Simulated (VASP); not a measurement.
# BiTe (R-3m) in VASP: notebook

Aim: see how the results for BiTe move with the level of theory and the settings. Levels: PBEsol, LDA. Tasks: relaxation of cell and atoms, single point.

Program: VASP 6.6.1. These are calculated values, not measurements. Logs are shortened: lines on timing, memory, paths and dates and some standing lists are left out, and cuts for length are marked.

## 1. The cell of the first run

The structure is trigonal, space group R-3m (No. 166). Conventional cell: a = 4.845 Å, b = 4.845 Å, c = 9.952 Å, α = 90.00°, β = 90.00°, γ = 120.00°. Bi (site symmetry -3m) has 6 Te at 3.25 Å within 4.3 Å. Te (site symmetry -3m) has 6 Bi at 3.25 Å within 4.3 Å.

## 2. Relaxation of cell and atoms, PBEsol, target pressure 20 GPa, at which the enthalpy is minimised

INCAR reads:

```
ALGO = Normal ; EDIFF = 1E-7
EDIFFG = -0.01 ; ENCUT = 600
GGA = PS ; IBRION = 2
ISIF = 3 ; ISMEAR = -1
LASPH = T ; LCHARG = F
LREAL = F ; LWAVE = F
NELM = 80 ; NSW = 60
PREC = Accurate ; PSTRESS = 200.0
SIGMA = 0.05
```

KPOINTS reads:

```
k-points
0
Gamma
  7 7 7
```

POSCAR reads:

```
BiTe
1.0
    2.4227077728      1.3987509848      3.3172919545
   -2.4227077728      1.3987509848      3.3172919545
    0.0000000000     -2.7975019696      3.3172919545
Bi Te
1 1
Direct
    0.5000000000      0.5000000000      0.5000000000
    0.0000000000      0.0000000000      0.0000000000
```

Potentials or basis: VASP PAW PBE potentials, release 64 (Bi_d, Te).

Command:

```console
> cat potpaw_PBE.64/Bi_d/POTCAR potpaw_PBE.64/Te/POTCAR > POTCAR
> mpirun -np 1 vasp_std > vasp.out
```

OUTCAR:

```text
EDIFF = 1E-7
   EDIFFG = -0.01
   ENCUT = 600
   GGA = PS
   IBRION = 2
   ISIF = 3
   ISMEAR = -1
   LASPH = T
   LREAL = F
   NELM = 80
   NSW = 60
   PREC = Accurate
   PSTRESS = 200.0

 ion  position               nearest neighbor table
   1  0.500  0.500  0.500-   2 3.25   2 3.25   2 3.25   2 3.25   2 3.25   2 3.25
   2  0.000  0.000  0.000-   1 3.25   1 3.25   1 3.25   1 3.25   1 3.25   1 3.25

  LATTYP: Found a trigonal (rhomboedric) cell.
 ALAT       =     4.3394058558
 COS(alpha) =     0.3765932224

  Lattice vectors:

 A1 = (   2.4227077728,   1.3987509848,   3.3172919545)
 A2 = (  -2.4227077728,   1.3987509848,   3.3172919545)
 A3 = (   0.0000000000,  -2.7975019696,   3.3172919545)

Analysis of symmetry for initial positions (statically):
=====================================================================
 Subroutine PRICEL returns:
 Original cell was already a primitive cell.

 Routine SETGRP: Setting up the symmetry group for a
 trigonal (rhombohedral) supercell.

 Subroutine GETGRP returns: Found 12 space group operations
 (whereof 12 operations were pure point group operations)
 out of a pool of 12 trial point group operations.

The static configuration has the point symmetry D_3d.

Analysis of symmetry for dynamics (positions and initial velocities):
=====================================================================
 Subroutine PRICEL returns:
 Original cell was already a primitive cell.

 Routine SETGRP: Setting up the symmetry group for a
 trigonal (rhombohedral) supercell.

 Subroutine GETGRP returns: Found 12 space group operations
 (whereof 12 operations were pure point group operations)
 out of a pool of 12 trial point group operations.

The dynamic configuration has the point symmetry D_3d.

 Subroutine INISYM returns: Found 12 space group operations
 (whereof 12 operations are pure point group operations),
 and found     1 'primitive' translations

----------------------------------------------------------------------------------------

                                     Primitive cell

  volume of cell :      67.4491

  direct lattice vectors                    reciprocal lattice vectors
     2.422707773  1.398750985  3.317291954     0.206380648  0.119153923  0.100483568
    -2.422707773  1.398750985  3.317291954    -0.206380648  0.119153923  0.100483568
     0.000000000 -2.797501970  3.317291954     0.000000000 -0.238307845  0.100483568

  length of vectors
     4.339405856  4.339405856  4.339405856     0.258626326  0.258626326  0.258626326

  position of ions in fractional coordinates (direct lattice)
     0.500000000  0.500000000  0.500000000
     0.000000000  0.000000000  0.000000000

  ion indices of the primitive-cell ions
   primitive index   ion index
                 1           1
                 2           2

----------------------------------------------------------------------------------------

 KPOINTS: k-points

Automatic generation of k-mesh.
 Grid dimensions read from file:
 generate k-points for:    7    7    7

 Generating k-lattice:

  Cartesian coordinates                     Fractional coordinates (reciprocal lattice)
     0.029482950  0.017021989  0.014354795     0.142857143  0.000000000  0.000000000
    -0.029482950  0.017021989  0.014354795     0.000000000  0.142857143  0.000000000
     0.000000000 -0.034043978  0.014354795     0.000000000  0.000000000  0.142857143

  Length of vectors
     0.036946618  0.036946618  0.036946618

  Shift w.r.t. Gamma in fractional coordinates (k-lattice)
     0.000000000  0.000000000  0.000000000

 Subroutine IBZKPT returns following result:
 ===========================================

 Found     44 irreducible k-points:

 Following reciprocal coordinates:
            Coordinates               Weight
  0.000000  0.000000  0.000000      1.000000
  0.142857 -0.000000  0.000000      6.000000
  0.285714 -0.000000  0.000000      6.000000
  0.428571 -0.000000  0.000000      6.000000
  0.142857  0.142857  0.000000      6.000000
  0.285714  0.142857  0.000000     12.000000
[... 16 lines left out ...]
  0.285714  0.285714  0.142857      6.000000
  0.428571  0.285714  0.142857     12.000000
 [... further k-points ...]
   k-points           NKPTS =     44   k-points in BZ     NKDIM =     44   number of bands    NBANDS=     14
   number of dos      NEDOS =    301   number of ions     NIONS =      2
   total plane-waves  NPLWV =  46656
   dimension x,y,z NGX =    36 NGY =   36 NGZ =   36
   dimension x,y,z NGXF=    72 NGYF=   72 NGZF=   72
   ions per type =               1   1
   NGX,Y,Z   is equivalent  to a cutoff of  13.79, 13.79, 13.79 a.u.
   NGXF,Y,Z  is equivalent  to a cutoff of  27.58, 27.58, 27.58 a.u.
 SYSTEM =  unknown system
   PREC   = accura    normal or accurate (medium, high low for compatibility)
   ISTART =      0    job   : 0-new  1-cont  2-samecut
   ICHARG =      2    charge: 1-file 2-atom 10-const
   ISPIN  =      1    spin polarized calculation?
   LNONCOLLINEAR =      F non collinear calculations
   LSORBIT =      F    spin-orbit coupling
   LASPH  =      T    aspherical Exc in radial PAW
   ENCUT  =  600.0 eV  44.10 Ry    6.64 a.u.   8.67  8.67  8.67*2*pi/ulx,y,z
   NELM   =     80;   NELMIN=  2; NELMDL= -5     # of ELM steps
   EDIFF  = 0.1E-06   stopping-criterion for ELM
   LREAL  =      F    real-space projection
   EDIFFG = -.1E-01   stopping-criterion for IOM
   NSW    =     60    number of steps for IOM
   IBRION =      2    ionic relax: 0-MD 1-quasi-New 2-CG
   NFREE  =      1    steps in history (QN), initial steepest desc. (CG)
   ISIF   =      3    stress and relaxation
   ISYM   =      2    0-nonsym 1-usesym 2-fastsym
   POTIM  = 0.5000    time-step for ionic-motion
   TEBEG  =    0.0;   TEEND  =   0.0 temperature during run
   PSTRESS=  200.0 pullay stress
   NELECT =      21.0000    total number of electrons
   NUPDOWN=      -1.0000    fix difference up-down
   EMIN   =  10.00;   EMAX   =-10.00  energy-range for DOS
   EFERMI =   0.00;   METHOD = LEGACY
   ISMEAR =    -1;   SIGMA  =   0.05  broadening in eV -4-tet -1-fermi 0-gaus
   EFERMI_NEDOS =   21; number of points for ismear=-14 and -15
   IALGO  =     38    algorithm
   IMIX   =      4    mixing-type and parameters
     AMIX     =   0.40;   BMIX     =  1.00
     AMIX_MAG =   1.60;   BMIX_MAG =  1.00
  volume/ion in A,a.u.               =      33.72       227.58
  Fermi-wavevector in a.u.,A,eV,Ry     =   1.109573  2.096789 16.750837  1.231152
  Thomas-Fermi vector in A             =   2.246114
   LORBIT       =      0    0 simple, 1 ext, 2 COOP (PROOUT), +10 PAW based schemes
   GGA     = PS    functional components
   LHFCALC =     F    Hartree Fock is set to
   AEXX    =    0.0000 exact exchange contribution
   IVDW    =     0    specifies the selected vdW correction
   LEPSILON=     F    determine dielectric tensor
   LRPA    =     F    only Hartree local field effects (RPA)
 conjugate gradient relaxation of ions
 non-spin polarized calculation
  energy-cutoff  :      600.00
  volume of cell :       67.45
 maximum number of plane-waves:      2263
   NGX = 17   NGY = 17   NGZ = 17

--------------------------------------- Ionic step        1  -------------------------------------------

 number of electron      21.0000005 magnetization

 Free energy of the ion-electron system (eV)
  ---------------------------------------------------
  ext. energy  EPLUGINS =         0.00000000
  ---------------------------------------------------
  free energy    TOTEN  =        -7.97481713 eV

  energy without entropy =       -7.96281890  energy(sigma->0) =       -7.96881801

 E-fermi :   6.5114     XC(G=0):  -9.6320

 val. band max:        6.4834842569   @ k =  -0.4286   0.2857   0.2857
 cond. band min:       6.5596801061   @ k =   0.2857   0.2857   0.2857
 fundamental gap:      0.0761958491
 Fermi energy:         6.5114236390

 k-point     1 :       0.0000    0.0000    0.0000
  band No.  band energies     occupation
      1     -16.6351      2.00000
      2     -16.6351      2.00000
      3     -16.6196      2.00000
      4     -16.6196      2.00000
      5     -16.6028      2.00000
      6      -6.9806      2.00000
      7      -1.7752      2.00000
      8       3.6110      2.00000
      9       3.6110      2.00000
     10       4.9245      2.00000
     11       8.3934      0.00000
     12       9.0081      0.00000
     13       9.0081      0.00000
     14      10.5430      0.00000
[... 377 lines left out ...]
      1     -16.6397      2.00000
      2     -16.6350      2.00000
      3     -16.6183      2.00000
      4     -16.6082      2.00000
      5     -16.6014      2.00000
      6      -5.7629      2.00000
      7      -3.3651      2.00000
      8       2.6831      2.00000
      9       3.1769      2.00000
     10       4.0651      2.00000
     11       6.7185      0.03128
     12       7.1917      0.00000
     13       9.3777      0.00000
     14      10.2152      0.00000

 [... further k-points ...]

------------------------ aborting loop because EDIFF is reached ----------------------------------------

  FORCE on cell =-STRESS in cart. coord.  units (eV):
  Direction    XX          YY          ZZ          XY          YZ          ZX
  --------------------------------------------------------------------------------------
  -------------------------------------------------------------------------------------
  Total       -0.9955613     -0.9955613     -0.9330773      0.0000000      0.0000000      0.0000000
  in kB      -23.6484230    -23.6484230    -22.1641877      0.0000000      0.0000000      0.0000000
  external PRESSURE =    -223.1536779 kB  Pullay stress =     200.0000000 kB
[... 97 lines left out ...]
  energy  without entropy=       -7.5906226230  energy(sigma->0) =       -7.59695772

  enthalpy is  TOTEN    =        -0.8593963489 eV   P V=        6.7438964585

 E-fermi :   9.9301     XC(G=0): -10.7712

 val. band max:        9.9050723994   @ k =   0.2857   0.1429   0.0000
 cond. band min:       9.9355486914   @ k =  -0.4286   0.1429   0.1429
 fundamental gap:      0.0304762920
 Fermi energy:         9.9300684763

 k-point     1 :       0.0000    0.0000    0.0000
  band No.  band energies     occupation
      1     -13.4609      2.00000
      2     -13.4609      2.00000
      3     -13.4528      2.00000
      4     -13.4528      2.00000
      5     -13.4121      2.00000
      6      -5.6212      2.00000
      7       2.6314      2.00000
      8       6.1396      2.00000
      9       6.1396      2.00000
     10       7.8517      2.00000
     11      12.3388      0.00000
     12      12.9837      0.00000
     13      12.9838      0.00000
     14      13.3956      0.00000
[... 377 lines left out ...]
      1     -13.4921      2.00000
      2     -13.4690      2.00000
      3     -13.4403      2.00000
      4     -13.4167      2.00000
      5     -13.4055      2.00000
      6      -3.8920      2.00000
      7      -0.2211      2.00000
      8       4.9113      2.00000
      9       5.5904      2.00000
     10       6.7702      2.00000
     11      10.0496      0.16784
     12      10.9913      0.00000
     13      12.6976      0.00000
     14      13.8333      0.00000

 [... further k-points ...]

[... ionic steps 4 to 16 ...]

--------------------------------------- Ionic step       17  -------------------------------------------

 number of electron      20.9999997 magnetization

------------------------ aborting loop because EDIFF is reached ----------------------------------------
[... 71 lines left out ...]
--------------------------------------- Ionic step       19  -------------------------------------------

 number of electron      20.9999998 magnetization

 Free energy of the ion-electron system (eV)
  ---------------------------------------------------
  ext. energy  EPLUGINS =         0.00000000
  ---------------------------------------------------
  free energy    TOTEN  =        -7.26565288 eV

  energy without entropy =       -7.26034920  energy(sigma->0) =       -7.26300104

 E-fermi :  11.2544     XC(G=0): -11.4359

 val. band max:       11.1670564466   @ k =   0.4286  -0.0000   0.0000
 cond. band min:      11.4245518640   @ k =  -0.4286   0.4286   0.1429
 fundamental gap:      0.2574954174
 Fermi energy:        11.2543793377

 k-point     1 :       0.0000    0.0000    0.0000
  band No.  band energies     occupation
      1     -12.1528      2.00000
      2     -12.1528      2.00000
      3     -12.0336      2.00000
      4     -12.0336      2.00000
      5     -12.0336      2.00000
      6      -4.5410      2.00000
      7       3.5300      2.00000
      8       7.9843      2.00000
      9       7.9843      2.00000
     10       7.9859      2.00000
     11      13.7953      0.00000
     12      13.7953      0.00000
     13      17.0897      0.00000
     14      17.0897      0.00000
[... 377 lines left out ...]
      1     -12.1076      2.00000
      2     -12.0870      2.00000
      3     -12.0773      2.00000
      4     -12.0611      2.00000
      5     -12.0130      2.00000
      6      -1.2864      2.00000
      7       0.0472      2.00000
      8       5.4373      2.00000
      9       6.7385      2.00000
     10       9.0692      2.00000
     11      10.9949      1.98892
     12      13.7381      0.00000
     13      14.6054      0.00000
     14      18.4069      0.00000

 [... further k-points ...]

------------------------ aborting loop because EDIFF is reached ----------------------------------------

  FORCE on cell =-STRESS in cart. coord.  units (eV):
  Direction    XX          YY          ZZ          XY          YZ          ZX
  --------------------------------------------------------------------------------------
  -------------------------------------------------------------------------------------
  Total        5.8506841      5.8506841      5.8537194     -0.0000000      0.0000000     -0.0000000
  in kB      199.3649512    199.3649512    199.4683804     -0.0000000      0.0000000     -0.0000000
  external PRESSURE =      -0.6005724 kB  Pullay stress =     200.0000000 kB
[... 21 lines left out ...]
  energy  without entropy=       -7.2603491998  energy(sigma->0) =       -7.26300104

  enthalpy is  TOTEN    =        -1.3963322445 eV   P V=        5.8693206334

 reached required accuracy - stopping structural energy minimisation
```

Run time: 7.8 min. Hardware: 1 thread of Intel Xeon Platinum 8259CL at 2.50GHz (Skylake/Cascade Lake), shared host; peak memory 0.25 GiB.

What came out:

```yaml
Free_energy: -7.2657 eV
Relaxed_volume: 23.51 Å³/atom
Relaxed_cell: a = 3.609 Å, b = 3.609 Å, c = 3.609 Å, α = 89.99°, β = 89.99°, γ = 89.99°
Space_group_after_relaxing_to_0.05_Å: Pm-3m (No. 221)
Energy_change_on_relaxing_the_enthalpy_is_what_falls: +354.6 meV/atom
Ionic_steps: 19
Pressure_after_relaxing: 19.9 GPa
```

The path:
```csv
step,energy change (eV),largest force (eV/Å),pressure (GPa),volume (Å³)
1,0.0000,0.0000,-2.32,67.45
2,10.8769,0.0000,201.18,31.20
3,0.3715,0.0000,14.35,54.02
4,0.5077,0.0000,17.46,52.65
5,0.6282,0.0000,20.06,51.62
6,0.5926,0.0000,19.30,51.91
7,0.5785,0.0000,19.24,51.54
8,0.5894,0.0000,18.87,50.07
9,0.9622,0.0000,25.96,45.34
10,0.8378,0.0000,23.02,46.09
11,0.6615,0.0000,18.58,47.56
12,0.7287,0.0000,20.40,46.89
13,0.7794,0.0000,21.68,46.48
14,0.7534,0.0000,21.04,46.68
15,0.7567,0.0000,21.11,46.65
16,0.7445,0.0000,20.83,46.74
17,0.7407,0.0000,20.73,46.77
18,0.7230,0.0000,20.29,46.91
19,0.7092,0.0000,19.94,47.02
```

Final structure:
```yaml
crystal:
  lattice:
    - [2.55204, 1.47342, 2.08403]
    - [-2.55204, 1.47342, 2.08403]
    - [0.00000, -2.94684, 2.08403]
  atoms:
    - { symbol: Bi, position: [0.50000, 0.50000, 0.50000] }
    - { symbol: Te, position: [0.00000, 0.00000, 0.00000] }
```

Caveat: the cell is relaxed towards a set pressure, so the enthalpy falls and the energy may rise; the volume moved by over 15 % at a fixed basis, so the end points are rough; the PAW data sets were made with another functional, which shifts forces and pressure a little; spin-orbit coupling is left out, which moves the levels of the heavy elements.

## 3. Relaxation of cell and atoms, PBEsol, target pressure 30 GPa, at which the enthalpy is minimised

INCAR reads:

```
SYSTEM = BiTe
  PREC = Accurate
  ENCUT = 600
  EDIFF = 1E-6
  ISMEAR = -1
  SIGMA = 0.05
  LREAL = .False.
  LASPH = .True.
  NELM = 100
  ALGO = Normal
  ISIF = 3
  LWAVE = .False.
  LCHARG = .False.
  GGA = PS
  IBRION = 2
  NSW = 60
  EDIFFG = -0.01
  PSTRESS = 300.0
```

KPOINTS reads:

```
regular mesh
0
Gamma
  7 7 7
  0 0 0
```

POSCAR is that of step 2.

Potentials or basis: VASP PAW PBE potentials, release 64 (Bi_d, Te).

Command:

```console
> cat potpaw_PBE.64/Bi_d/POTCAR potpaw_PBE.64/Te/POTCAR > POTCAR
> mpirun -np 1 vasp_std > vasp.out
```

Wall time 6.7 min (1 thread of Intel Xeon Platinum 8259CL at 2.50GHz (Skylake/Cascade Lake), shared host); peak memory 0.26 GiB.

The run converged. Its results:

| Quantity | Value |
| --- | --- |
| Free energy | -6.8349 eV |
| Relaxed volume | 22.11 Å³/atom |
| Relaxed cell | a = 3.536 Å, b = 3.536 Å, c = 3.536 Å, α = 90.00°, β = 90.00°, γ = 90.00° |
| Space group after relaxing (to 0.05 Å) | Pm-3m (No. 221) |
| Energy change on relaxing (the enthalpy is what falls) | +569.9 meV/atom |
| Ionic steps | 17 |
| Pressure after relaxing | 30.0 GPa |

The path:
```csv
step,energy change (eV),largest force (eV/Å),pressure (GPa),volume (Å³)
1,0.0000,0.0000,-2.32,67.45
2,39.4771,0.0000,813.97,20.45
3,0.4628,0.0000,16.45,53.07
4,0.6774,0.0000,21.09,51.23
5,1.1592,0.0000,30.64,48.22
6,1.0949,0.0000,29.40,48.57
7,1.0616,0.0000,29.16,48.13
8,1.0491,0.0000,28.54,46.63
9,1.7536,0.0000,43.28,41.55
10,1.2736,0.0000,33.39,43.82
11,1.4326,0.0000,36.32,42.93
12,1.0633,0.0000,28.24,44.66
13,1.0753,0.0000,28.48,44.60
14,1.0713,0.0000,28.45,44.61
15,1.0711,0.0000,28.46,44.60
16,1.1608,0.0000,30.47,44.12
17,1.1399,0.0000,30.04,44.23
```

Final structure:
```cif
data_structure
_symmetry_space_group_name_H-M 'P 1'
_symmetry_Int_Tables_number 1
_cell_length_a 3.5364
_cell_length_b 3.5364
_cell_length_c 3.5364
_cell_angle_alpha 90.002
_cell_angle_beta 90.002
_cell_angle_gamma 90.002
_cell_volume 44.23
loop_
_atom_site_label
_atom_site_type_symbol
_atom_site_fract_x
_atom_site_fract_y
_atom_site_fract_z
_atom_site_occupancy
Bi1 Bi 0.50000 0.50000 0.50000 1
Te1 Te 0.00000 0.00000 0.00000 1
```

Levels at points of the mesh, in eV from the Fermi level:
```tsv
k point	band 7	band 8	band 9	band 10	band 11	band 12	band 13	band 14
(0.00, 0.00, 0.00)	-7.49	-3.54	-3.53	-3.53	2.34	2.34	6.33	6.33
```

Caveat: the cell is relaxed towards a set pressure, so the enthalpy falls and the energy may rise; the volume moved by over 15 % at a fixed basis, so the end points are rough; the PAW data sets were made with another functional, which shifts forces and pressure a little; spin-orbit coupling is left out, which moves the levels of the heavy elements.

(Part 1 of 2 ends here.)
